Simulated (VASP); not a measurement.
# Sr2MgAl3 (P6_3/mmc) in VASP: single point with PBE

Aim: the single point of Sr2MgAl3 with PBE.

Everything below comes from runs of VASP 6.6.1. Logs are shortened: lines on timing, memory, paths and dates and some standing lists are left out, and cuts for length are marked.

## (1) The cell of the first run

The structure is hexagonal, space group P6_3/mmc (No. 194). The conventional cell has a = 6.028 Å, b = 6.028 Å, c = 9.569 Å, α = 90.00°, β = 90.00°, γ = 120.00°. Within 4.6 Å of Sr (site symmetry 3m) lie 9 Al at 3.47 to 3.48 Å and 4 Sr at 3.49 to 3.71 Å and 3 Mg at 3.54 Å. Within 3.9 Å of Mg (site symmetry -3m) lie 6 Al at 3.00 Å and 6 Sr at 3.54 Å. Al (site symmetry mm2) has 4 Al at 2.90 to 3.13 Å and 2 Mg at 3.00 Å and 6 Sr at 3.47 to 3.48 Å within 3.8 Å.

## (2) Single point, PBE

INCAR reads:

```
SYSTEM = Sr2MgAl3
  PREC = Accurate
  ENCUT = 520
  EDIFF = 1E-6
  ISMEAR = 0
  SIGMA = 0.1
  LREAL = .FALSE.
  LASPH = .TRUE.
  NELM = 60
  ALGO = Fast
  ISIF = 2
  LWAVE = .FALSE.
  LCHARG = .FALSE.
  GGA = PE
  NBANDS = 43
```

KPOINTS reads:

```
Automatic mesh
0
G
  3 3 2
  0 0 0
```

POSCAR reads:

```
Sr2MgAl3
1.0
    6.0279435569      0.0000000000      0.0000000000
   -3.0139717785      5.2203522529      0.0000000000
    0.0000000000      0.0000000000      9.5690638057
Sr Mg Al
4 2 6
Direct
    0.3333333333      0.6666666667      0.0677172086
    0.6666666667      0.3333333333      0.5677172086
    0.3333333333      0.6666666667      0.4322827914
    0.6666666667      0.3333333333      0.9322827914
    0.0000000000      0.0000000000      0.0000000000
    0.0000000000      0.0000000000      0.5000000000
    0.8268179679      0.6536359358      0.2500000000
    0.1731820321      0.8268179679      0.7500000000
    0.3463640642      0.1731820321      0.2500000000
    0.1731820321      0.3463640642      0.7500000000
    0.8268179679      0.1731820321      0.2500000000
    0.6536359358      0.8268179679      0.7500000000
```

Potentials or basis: VASP PAW PBE potentials, release 64 (Sr_sv, Mg, Al).

Run with:

```
$ cat potpaw_PBE.64/Sr_sv/POTCAR potpaw_PBE.64/Mg/POTCAR potpaw_PBE.64/Al/POTCAR > POTCAR
$ mpirun -np 1 vasp_std > vasp.out
```

OUTCAR:

```text
SYSTEM = Sr2MgAl3
   PREC = Accurate
   ENCUT = 520
   EDIFF = 1E-6
   ISMEAR = 0
   LREAL = .FALSE.
   LASPH = .TRUE.
   NELM = 60
   ISIF = 2
   GGA = PE

 ion  position               nearest neighbor table
   1  0.333  0.667  0.068-   8 3.47  12 3.47  10 3.47   7 3.48   9 3.48  11 3.48  11 3.48   7 3.48
                             9 3.48   3 3.49   5 3.54   5 3.54   5 3.54   4 3.71   4 3.71   4 3.71
   2  0.667  0.333  0.568-  11 3.47   9 3.47   7 3.47  10 3.48  12 3.48   8 3.48   8 3.48  10 3.48
                            12 3.48   4 3.49   6 3.54   6 3.54   6 3.54   3 3.71   3 3.71   3 3.71
   3  0.333  0.667  0.432-   8 3.47  12 3.47  10 3.47   7 3.48   9 3.48  11 3.48  11 3.48   7 3.48
                             9 3.48   1 3.49   6 3.54   6 3.54   6 3.54   2 3.71   2 3.71   2 3.71
   4  0.667  0.333  0.932-  11 3.47   9 3.47   7 3.47  10 3.48  12 3.48   8 3.48   8 3.48  10 3.48
                            12 3.48   2 3.49   5 3.54   5 3.54   5 3.54   1 3.71   1 3.71   1 3.71
   5  0.000  0.000  0.000-   9 3.00  12 3.00  11 3.00   8 3.00   7 3.00  10 3.00   1 3.54   4 3.54
                             4 3.54   1 3.54   4 3.54   1 3.54
   6  0.000  0.000  0.500-   9 3.00  12 3.00  11 3.00   8 3.00   7 3.00  10 3.00   2 3.54   3 3.54
                             2 3.54   3 3.54   2 3.54   3 3.54
   7  0.827  0.654  0.250-   9 2.90  11 2.90   5 3.00   6 3.00   9 3.13  11 3.13   2 3.47   4 3.47
                             3 3.48   1 3.48   3 3.48   1 3.48
   8  0.173  0.827  0.750-  12 2.90  10 2.90   5 3.00   6 3.00  12 3.13  10 3.13   3 3.47   1 3.47
                             4 3.48   2 3.48   2 3.48   4 3.48
   9  0.346  0.173  0.250-  11 2.90   7 2.90   5 3.00   6 3.00  11 3.13   7 3.13   2 3.47   4 3.47
                             1 3.48   3 3.48   3 3.48   1 3.48
  10  0.173  0.346  0.750-  12 2.90   8 2.90   5 3.00   6 3.00  12 3.13   8 3.13   1 3.47   3 3.47
                             4 3.48   2 3.48   2 3.48   4 3.48
  11  0.827  0.173  0.250-   9 2.90   7 2.90   5 3.00   6 3.00   9 3.13   7 3.13   4 3.47   2 3.47
                             1 3.48   3 3.48   3 3.48   1 3.48
  12  0.654  0.827  0.750-   8 2.90  10 2.90   5 3.00   6 3.00   8 3.13  10 3.13   1 3.47   3 3.47
                             2 3.48   4 3.48   2 3.48   4 3.48

  LATTYP: Found a hexagonal cell.
 ALAT       =     6.0279435569
 C/A-ratio  =     1.5874507973

  Lattice vectors:

 A1 = (   6.0279435569,   0.0000000000,   0.0000000000)
 A2 = (  -3.0139717785,   5.2203522529,   0.0000000000)
 A3 = (   0.0000000000,   0.0000000000,   9.5690638057)

Analysis of symmetry for initial positions (statically):
=====================================================================
 Subroutine PRICEL returns:
 Original cell was already a primitive cell.

 Routine SETGRP: Setting up the symmetry group for a
 hexagonal supercell.

 Subroutine GETGRP returns: Found 24 space group operations
 (whereof 12 operations were pure point group operations)
 out of a pool of 24 trial point group operations.

The static configuration has the point symmetry D_3d.
 The point group associated with its full space group is D_6h.

Analysis of symmetry for dynamics (positions and initial velocities):
=====================================================================
 Subroutine PRICEL returns:
 Original cell was already a primitive cell.

 Routine SETGRP: Setting up the symmetry group for a
 hexagonal supercell.

 Subroutine GETGRP returns: Found 24 space group operations
 (whereof 12 operations were pure point group operations)
 out of a pool of 24 trial point group operations.

The dynamic configuration has the point symmetry D_3d.
 The point group associated with its full space group is D_6h.

 Subroutine INISYM returns: Found 24 space group operations
 (whereof 12 operations are pure point group operations),
 and found     1 'primitive' translations

----------------------------------------------------------------------------------------

                                     Primitive cell

  volume of cell :     301.1192

  direct lattice vectors                    reciprocal lattice vectors
     6.027943557  0.000000000  0.000000000     0.165894055  0.095778977  0.000000000
    -3.013971779  5.220352253  0.000000000     0.000000000  0.191557955  0.000000000
     0.000000000  0.000000000  9.569063806     0.000000000  0.000000000  0.104503431

  length of vectors
     6.027943557  6.027943557  9.569063806     0.191557955  0.191557955  0.104503431

  position of ions in fractional coordinates (direct lattice)
[... 40 lines left out ...]
     0.000000000  0.063852652  0.000000000     0.000000000  0.333333333  0.000000000
     0.000000000  0.000000000  0.052251716     0.000000000  0.000000000  0.500000000

  Length of vectors
     0.063852652  0.063852652  0.052251716

  Shift w.r.t. Gamma in fractional coordinates (k-lattice)
     0.000000000  0.000000000  0.000000000

 Subroutine IBZKPT returns following result:
 ===========================================

 Found      6 irreducible k-points:

 Following reciprocal coordinates:
            Coordinates               Weight
  0.000000  0.000000  0.000000      1.000000
  0.333333  0.000000  0.000000      6.000000
  0.333333  0.333333  0.000000      2.000000
  0.000000  0.000000  0.500000      1.000000
  0.333333  0.000000  0.500000      6.000000
  0.333333  0.333333  0.500000      2.000000
   k-points           NKPTS =      6   k-points in BZ     NKDIM =      6   number of bands    NBANDS=     43
   number of dos      NEDOS =    301   number of ions     NIONS =     12
   total plane-waves  NPLWV = 165888
   dimension x,y,z NGX =    48 NGY =   48 NGZ =   72
   dimension x,y,z NGXF=    96 NGYF=   96 NGZF=  144
   ions per type =               4   2   6
   NGX,Y,Z   is equivalent  to a cutoff of  13.24, 13.24, 12.51 a.u.
   NGXF,Y,Z  is equivalent  to a cutoff of  26.48, 26.48, 25.02 a.u.
 SYSTEM =  Sr2MgAl3
   PREC   = accura    normal or accurate (medium, high low for compatibility)
   ISTART =      0    job   : 0-new  1-cont  2-samecut
   ICHARG =      2    charge: 1-file 2-atom 10-const
   ISPIN  =      1    spin polarized calculation?
   LNONCOLLINEAR =      F non collinear calculations
   LSORBIT =      F    spin-orbit coupling
   LASPH  =      T    aspherical Exc in radial PAW
   ENCUT  =  520.0 eV  38.22 Ry    6.18 a.u.  11.21 11.21 17.79*2*pi/ulx,y,z
   NELM   =     60;   NELMIN=  2; NELMDL= -5     # of ELM steps
   EDIFF  = 0.1E-05   stopping-criterion for ELM
   LREAL  =      F    real-space projection
   EDIFFG = 0.1E-04   stopping-criterion for IOM
   NSW    =      0    number of steps for IOM
   IBRION =     -1    ionic relax: 0-MD 1-quasi-New 2-CG
   NFREE  =      0    steps in history (QN), initial steepest desc. (CG)
   ISIF   =      2    stress and relaxation
   ISYM   =      2    0-nonsym 1-usesym 2-fastsym
   POTIM  = 0.5000    time-step for ionic-motion
   TEBEG  =    0.0;   TEEND  =   0.0 temperature during run
   PSTRESS=    0.0 pullay stress
   NELECT =      62.0000    total number of electrons
   NUPDOWN=      -1.0000    fix difference up-down
   EMIN   =  10.00;   EMAX   =-10.00  energy-range for DOS
   EFERMI =   0.00;   METHOD = LEGACY
   ISMEAR =     0;   SIGMA  =   0.10  broadening in eV -4-tet -1-fermi 0-gaus
   EFERMI_NEDOS =   21; number of points for ismear=-14 and -15
   IALGO  =     68    algorithm
   IMIX   =      4    mixing-type and parameters
     AMIX     =   0.40;   BMIX     =  1.00
     AMIX_MAG =   1.60;   BMIX_MAG =  1.00
  volume/ion in A,a.u.               =      25.09       169.34
  Fermi-wavevector in a.u.,A,eV,Ry     =   0.966702  1.826802 12.714816  0.934513
  Thomas-Fermi vector in A             =   2.096526
   LORBIT       =      0    0 simple, 1 ext, 2 COOP (PROOUT), +10 PAW based schemes
   GGA     = PE    functional components
   LHFCALC =     F    Hartree Fock is set to
   AEXX    =    0.0000 exact exchange contribution
   IVDW    =     0    specifies the selected vdW correction
   LEPSILON=     F    determine dielectric tensor
   LRPA    =     F    only Hartree local field effects (RPA)
 non-spin polarized calculation
 RMM-DIIS sequential band-by-band and
 Gauss-broadening in eV      SIGMA  =   0.10
  energy-cutoff  :      520.00
  volume of cell :      301.12
 maximum number of plane-waves:      8148
 NGX is ok and might be reduce to    48
   NGX = 23   NGY = 23   NGZ = 35

 number of electron      62.0000000 magnetization

 Free energy of the ion-electron system (eV)
  ---------------------------------------------------
  ext. energy  EPLUGINS =         0.00000000
  ---------------------------------------------------
  free energy    TOTEN  =       -33.78775694 eV

  energy without entropy =      -33.74147668  energy(sigma->0) =      -33.76461681

 E-fermi :   4.0728     XC(G=0):  -9.1120

 val. band max:        4.0258570381   @ k =   0.0000   0.0000   0.5000
 cond. band min:       4.0836325046   @ k =   0.3333   0.0000   0.0000
 fundamental gap:      0.0577754665
 Fermi energy:         4.0727812436

 k-point     1 :       0.0000    0.0000    0.0000
  band No.  band energies     occupation
      1     -31.2863      2.00000
      2     -31.2555      2.00000
      3     -31.2418      2.00000
      4     -31.2109      2.00000
      5     -13.5734      2.00000
      6     -13.5608      2.00000
[... 265 lines left out ...]
     42       6.7511      0.00000
     43       7.1612      0.00000

------------------------ aborting loop because EDIFF is reached ----------------------------------------

  FORCE on cell =-STRESS in cart. coord.  units (eV):
  Direction    XX          YY          ZZ          XY          YZ          ZX
  --------------------------------------------------------------------------------------
  -------------------------------------------------------------------------------------
  Total       -0.0719360     -0.0719360     -0.1823347      0.0000000      0.0000000      0.0000000
  in kB       -0.3827530     -0.3827530     -0.9701557      0.0000000      0.0000000      0.0000000
  external PRESSURE =      -0.5785539 kB  Pullay stress =       0.0000000 kB

 VOLUME and BASIS-vectors are now :
 -----------------------------------------------------------------------------
  energy-cutoff  :      520.00
  volume of cell :      301.12
      direct lattice vectors                 reciprocal lattice vectors
     6.027943557  0.000000000  0.000000000     0.165894055  0.095778977  0.000000000
    -3.013971779  5.220352253  0.000000000     0.000000000  0.191557955  0.000000000
     0.000000000  0.000000000  9.569063806     0.000000000  0.000000000  0.104503431

 POSITION                                       TOTAL-FORCE (eV/Angst)
 -----------------------------------------------------------------------------------
     -0.00000      3.48023      0.64799         0.000000     -0.000000      0.017603
      3.01397      1.74012      5.43252         0.000000     -0.000000      0.017603
     -0.00000      3.48023      4.13654        -0.000000     -0.000000     -0.017603
      3.01397      1.74012      8.92107        -0.000000     -0.000000     -0.017603
      0.00000      0.00000      0.00000        -0.000000     -0.000000      0.000000
      0.00000      0.00000      4.78453        -0.000000     -0.000000      0.000000
      3.01397      3.41221      2.39227         0.000000     -0.020660      0.000000
     -1.44807      4.31628      7.17680         0.017892     -0.010330      0.000000
      1.56590      0.90407      2.39227         0.017892      0.010330      0.000000
     -0.00000      1.80814      7.17680        -0.000000      0.020660      0.000000
      4.46205      0.90407      2.39227        -0.017892      0.010330      0.000000
      1.44807      4.31628      7.17680        -0.017892     -0.010330      0.000000
 -----------------------------------------------------------------------------------
    total drift:                               -0.000000      0.000000      0.000000

  FREE ENERGIE OF THE ION-ELECTRON SYSTEM (eV)
  ---------------------------------------------------
  free  energy   TOTEN  =       -33.7877569436 eV

  energy  without entropy=      -33.7414766770  energy(sigma->0) =      -33.76461681
```

Wall time 79 s (1 thread of Intel Xeon 6975P-C (Granite Rapids), shared host); peak memory 0.44 GiB.

What came out:

```yaml
Free_energy: -33.7878 eV
Pressure: -0.1 GPa
Largest_force: 0.021 eV/Å
Band_gap_on_the_k_mesh: zero (band 31 reaches 4.25 eV, above the bottom of band 32 at 3.31 eV)
```

Forces on the atoms (eV/Å):
```
Sr   0.000  0.000  0.018
Sr   0.000  0.000  0.018
Sr   0.000  0.000 -0.018
Sr   0.000  0.000 -0.018
Mg   0.000  0.000  0.000
Mg   0.000  0.000  0.000
Al   0.000 -0.021  0.000
Al   0.018 -0.010  0.000
Al   0.018  0.010  0.000
Al   0.000  0.021  0.000
Al  -0.018  0.010  0.000
Al  -0.018 -0.010  0.000
```

Levels at points of the mesh, in eV from the Fermi level:
| k point | band 28 | band 29 | band 30 | band 31 | band 32 | band 33 | band 34 | band 35 |
| --- | --- | --- | --- | --- | --- | --- | --- | --- |
| (0.00, 0.00, 0.00) | -1.45 | -1.14 | -1.14 | -0.76 | -0.76 | 0.12 | 0.75 | 0.75 |
| (0.00, 0.00, 0.50) | -1.34 | -1.34 | -1.34 | -0.05 | -0.05 | -0.05 | -0.05 | 0.57 |

Caveat: the k points lie up to 0.40 Å⁻¹ apart.
